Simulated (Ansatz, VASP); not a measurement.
SiO2 in VASP and in Ansatz

```
Si O
1.0
    -1.26204    2.57958    2.65069
     1.26204   -2.57958    2.65069
     1.26204    2.57958   -2.65069
Si O
1 2
Cartesian
  0.0000 2.5796 0.0000
  0.0000 0.0000 1.5075
  0.0000 0.0000 3.7939
```

Change from the starting cell: ordered vacancies on the cation sites of tungsten carbide (Imm2, No. 44).

Alike in both runs: functional PBE; k mesh 10 × 10 × 10; occupations gaussian, width 0.02 eV; no spin polarisation.

Ansatz relaxed the structure, and its values are those at the end. VASP's run is a single point on that final structure, the one shown.

|  | VASP | Ansatz |
| --- | --- | --- |
| version | VASP 6.6.1 | Ansatz 0.2.0 |
| potentials or method | VASP PAW PBE potentials, release 64 (Si, O), cutoff 520 eV | scalar-relativistic, plane waves, PAW |
| valence electrons in the cell | 16 | 16 |

Ansatz gave:

- gap on the k mesh at the Fermi level (eV): 3.02
- least direct gap on the mesh (eV): 3.64
- pressure (GPa): 0.0
- rms of the force components (eV/Å): 0.000

Q: What did VASP give for the same quantities?

A: gap on the k mesh at the Fermi level (eV): 3.00; least direct gap on the mesh (eV): 3.60; pressure (GPa): 0.5; rms of the force components (eV/Å): 0.032.
